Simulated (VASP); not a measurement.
Set up this calculation in VASP 6.6.1, as the native input.

| Property | Result |
| --- | --- |
| Task | single point |
| Functional | PBEsol |
| Potentials or basis | VASP PAW PBE potentials, release 64 (Ta_pv) |
| Cutoff | 520 eV |
| k mesh | 10 × 10 × 10 |
| Occupations | gaussian, width 0.15 eV |
| Spin | no spin polarisation |
| Dipole correction | no |
| Further INCAR settings | ALGO = Normal; EDIFF = 1e-06; NBANDS = 30 |

The structure of Ta lies in POSCAR:

```
Ta
1.0
    0.0000000000     -3.2805195243      3.2805195243
    3.2805195243     -3.2805195243      0.0000000000
    3.2805195243      0.0000000000      3.2805195243
Ta
4
Direct
    0.0000000000      0.0000000000      0.0000000000
    0.2500000000      0.2500000000      0.2500000000
    0.5000000000      0.5000000000      0.5000000000
    0.7500000000      0.7500000000      0.7500000000
```

These files were run (other wordings do the same):

INCAR

```
PREC = Accurate ; ENCUT = 520
EDIFF = 1E-6 ; ISMEAR = 0
SIGMA = 0.15 ; LREAL = F
LASPH = T ; NELM = 100
ALGO = Normal ; ISIF = 2
LWAVE = F ; LCHARG = F
GGA = PS ; NBANDS = 30
```

KPOINTS

```
Automatic mesh
0
Gamma
  10 10 10
```

Potentials or basis: VASP PAW PBE potentials, release 64 (Ta_pv).

Command:

```bash
$ cat potpaw_PBE.64/Ta_pv/POTCAR > POTCAR
$ mpirun -np 1 vasp_std > vasp.out
```

Results of the run:

- Pressure: 0.4 GPa
- Band gap on the k mesh: zero (band 22 reaches 6.76 eV, above the bottom of band 23 at 4.43 eV)

Caveat: the PAW data sets were made with another functional, which shifts forces and pressure a little; spin-orbit coupling is left out, which moves the levels of the heavy elements.

Run time: 120 s on 1 thread of AMD EPYC 7R43 64-Core Processor (Zen 3), with other jobs on the host, peak memory 0.2 GiB.
